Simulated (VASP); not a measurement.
# Al3Ni3C in VASP: single point with PBEsol

Aim: the single point of Al3Ni3C with PBEsol.

Program: VASP 6.6.1. These are calculated values, not measurements. Logs are shortened: lines on timing, memory, paths and dates and some standing lists are left out, and cuts for length are marked.

### Step 1. The cell of the first run

The cell holds a slab with vacuum, 7 atoms: a = 2.862 Å, b = 2.862 Å, c = 26.155 Å, α = 90.00°, β = 90.00°, γ = 90.00°.

### Step 2. Single point, PBEsol

The input, INCAR:

```
ALGO = Normal
DIPOL = 0.5 0.5 0.489
EDIFF = 1E-6
ENCUT = 520
GGA = PS
IDIPOL = 3
ISIF = 2
ISMEAR = 0
LASPH = True
LCHARG = False
LDIPOL = True
LREAL = False
LWAVE = False
NBANDS = 30
NELM = 80
PREC = Accurate
SIGMA = 0.1
```

The input, KPOINTS:

```
k-points
0
Gamma
  10 10 1
```

The input, POSCAR:

```
Al3Ni3C
1.0
    2.8621655520      0.0000000000      0.0000000000
    0.0000000000      2.8621655520      0.0000000000
    0.0000000000      0.0000000000     26.1554138800
Ni Al C
3 3 1
Direct
    0.5000000000      0.5000000000      0.3249805198
    0.5000000000      0.5000000000      0.4344097021
    0.5000000000      0.5000000000      0.5433384095
    0.0000000000      0.0000000000      0.3796951110
    0.0000000000      0.0000000000      0.4889910017
    0.0000000000      0.0000000000      0.6004503896
    0.0000000000      0.5000000000      0.6518238525
```

Potentials or basis: VASP PAW PBE potentials, release 64 (Ni, Al, C).

Launch:

```console
$ cat potpaw_PBE.64/Ni/POTCAR potpaw_PBE.64/Al/POTCAR potpaw_PBE.64/C/POTCAR > POTCAR
$ mpirun -np 1 vasp_std > vasp.out
```

OUTCAR:

```text
EDIFF = 1E-6
   ENCUT = 520
   GGA = PS
   ISIF = 2
   ISMEAR = 0
   LASPH = True
   LREAL = False
   NELM = 80
   PREC = Accurate

 ion  position               nearest neighbor table
   1  0.500  0.500  0.325-   4 2.48   4 2.48   4 2.48   4 2.48   2 2.86
   2  0.500  0.500  0.434-   5 2.48   5 2.48   5 2.48   5 2.48   4 2.48   4 2.48   4 2.48   4 2.48
                             3 2.85   1 2.86
   3  0.500  0.500  0.543-   5 2.47   5 2.47   5 2.47   5 2.47   6 2.52   6 2.52   6 2.52   6 2.52
                             2 2.85
   4  0.000  0.000  0.380-   2 2.48   2 2.48   2 2.48   2 2.48   1 2.48   1 2.48   1 2.48   1 2.48
                             5 2.86
   5  0.000  0.000  0.489-   3 2.47   3 2.47   3 2.47   3 2.47   2 2.48   2 2.48   2 2.48   2 2.48
                             4 2.86   6 2.92
   6  0.000  0.000  0.600-   7 1.96   7 1.96   3 2.52   3 2.52   3 2.52   3 2.52   5 2.92
   7  0.000  0.500  0.652-   6 1.96   6 1.96

  LATTYP: Found a simple tetragonal cell.
 ALAT       =     2.8621655520
 C/A-ratio  =     9.1383301926

  Lattice vectors:

 A1 = (   2.8621655520,   0.0000000000,   0.0000000000)
 A2 = (   0.0000000000,   2.8621655520,   0.0000000000)
 A3 = (   0.0000000000,   0.0000000000,  26.1554138800)

Analysis of symmetry for initial positions (statically):
=====================================================================
 Subroutine PRICEL returns:
 Original cell was already a primitive cell.

 Routine SETGRP: Setting up the symmetry group for a
 simple tetragonal supercell.

 Subroutine GETGRP returns: Found  4 space group operations
 (whereof  4 operations were pure point group operations)
 out of a pool of 16 trial point group operations.

The static configuration has the point symmetry C_2v.

Analysis of symmetry for dynamics (positions and initial velocities):
=====================================================================
 Subroutine PRICEL returns:
 Original cell was already a primitive cell.

 Routine SETGRP: Setting up the symmetry group for a
 simple tetragonal supercell.

 Subroutine GETGRP returns: Found  4 space group operations
 (whereof  4 operations were pure point group operations)
 out of a pool of 16 trial point group operations.

The dynamic configuration has the point symmetry C_2v.

 Subroutine INISYM returns: Found  4 space group operations
 (whereof  4 operations are pure point group operations),
 and found     1 'primitive' translations

----------------------------------------------------------------------------------------

[... 117 lines left out ...]
   ISMEAR =     0;   SIGMA  =   0.10  broadening in eV -4-tet -1-fermi 0-gaus
   EFERMI_NEDOS =   21; number of points for ismear=-14 and -15
   IALGO  =     38    algorithm
   IMIX   =      4    mixing-type and parameters
     AMIX     =   0.40;   BMIX     =  1.00
     AMIX_MAG =   1.60;   BMIX_MAG =  1.00
  volume/ion in A,a.u.               =      30.61       206.56
  Fermi-wavevector in a.u.,A,eV,Ry     =   0.958475  1.811254 12.499313  0.918674
  Thomas-Fermi vector in A             =   2.087585
   LORBIT       =      0    0 simple, 1 ext, 2 COOP (PROOUT), +10 PAW based schemes
   GGA     = PS    functional components
   LHFCALC =     F    Hartree Fock is set to
   AEXX    =    0.0000 exact exchange contribution
   IVDW    =     0    specifies the selected vdW correction
   LEPSILON=     F    determine dielectric tensor
   LRPA    =     F    only Hartree local field effects (RPA)
 non-spin polarized calculation
 Gauss-broadening in eV      SIGMA  =   0.10
  energy-cutoff  :      520.00
  volume of cell :      214.26
 maximum number of plane-waves:      5817
 NGX is ok and might be reduce to    24
   NGX = 11   NGY = 11   NGZ = 97

 dipolmoment           0.000000      0.000000     -0.000012 electrons x Angstroem

 number of electron      43.0000015 magnetization

 dipolmoment           0.000000      0.000000      0.103155 electrons x Angstroem

 Free energy of the ion-electron system (eV)
  ---------------------------------------------------
  ext. energy  EPLUGINS =         0.00000000
  ---------------------------------------------------
  free energy    TOTEN  =       -37.65313424 eV

  energy without entropy =      -37.63506893  energy(sigma->0) =      -37.64410159

 E-fermi :  -0.1965     XC(G=0):  -5.2902

 val. band max:       -0.2173744656   @ k =  -0.2000   0.5000   0.0000
 cond. band min:      -0.1668738794   @ k =   0.3000   0.3000   0.0000
 fundamental gap:      0.0505005862
 Fermi energy:        -0.1964975910

 k-point     1 :       0.0000    0.0000    0.0000
  band No.  band energies     occupation
      1     -12.0472      2.00000
      2     -10.7868      2.00000
      3      -9.1532      2.00000
      4      -6.9774      2.00000
      5      -4.7300      2.00000
      6      -3.4186      2.00000
[... 781 lines left out ...]
     29       5.1007      0.00000
     30       6.2237      0.00000

 [... further k-points ...]

------------------------ aborting loop because EDIFF is reached ----------------------------------------

 vacuum level on the upper side and lower side of the slab       (xc-potential included)         0.888        -1.352

  FORCE on cell =-STRESS in cart. coord.  units (eV):
  Direction    XX          YY          ZZ          XY          YZ          ZX
  --------------------------------------------------------------------------------------
  -------------------------------------------------------------------------------------
  Total       -3.8987813     -1.6546648     -0.6680626      0.0000000      0.0000000      0.0000000
  in kB      -29.1533427    -12.3728431     -4.9954731      0.0000000      0.0000000      0.0000000
  external PRESSURE =     -15.5072197 kB  Pullay stress =       0.0000000 kB

 VOLUME and BASIS-vectors are now :
 -----------------------------------------------------------------------------
  energy-cutoff  :      520.00
  volume of cell :      214.26
      direct lattice vectors                 reciprocal lattice vectors
     2.862165552  0.000000000  0.000000000     0.349385800  0.000000000  0.000000000
     0.000000000  2.862165552  0.000000000     0.000000000  0.349385800  0.000000000
     0.000000000  0.000000000 26.155413880     0.000000000  0.000000000  0.038233002

 POSITION                                       TOTAL-FORCE (eV/Angst)
 -----------------------------------------------------------------------------------
      1.43108      1.43108      8.50000         0.000000      0.000000      0.736352
      1.43108      1.43108     11.36217         0.000000      0.000000      0.242129
      1.43108      1.43108     14.21124         0.000000      0.000000      0.006369
      0.00000      0.00000      9.93108         0.000000      0.000000     -0.982449
      0.00000      0.00000     12.78976         0.000000      0.000000     -0.000162
      0.00000      0.00000     15.70503         0.000000      0.000000     -0.015456
      0.00000      1.43108     17.04872         0.000000      0.000000      0.013216
 -----------------------------------------------------------------------------------
    total drift:                                0.000000     -0.000000      0.001389

  FREE ENERGIE OF THE ION-ELECTRON SYSTEM (eV)
  ---------------------------------------------------
  free  energy   TOTEN  =       -37.6531342444 eV

  energy  without entropy=      -37.6350689324  energy(sigma->0) =      -37.64410159

 vacuum level on the upper side and lower side of the slab         6.571         4.289
```

Wall time 7 min (1 thread of Intel Xeon Platinum 8488C (Sapphire Rapids), shared host); peak memory 0.46 GiB.

Results:

* Free energy: -37.6531 eV
* Largest force: 0.982 eV/Å

Forces in eV/Å, atoms in the order of the input:
```
Ni   0.000  0.000  0.736
Ni   0.000  0.000  0.242
Ni   0.000  0.000  0.006
Al   0.000  0.000 -0.982
Al   0.000  0.000  0.000
Al   0.000  0.000 -0.015
C    0.000  0.000  0.013
```

Caveat: the PAW data sets were made with another functional, which shifts forces and pressure a little.
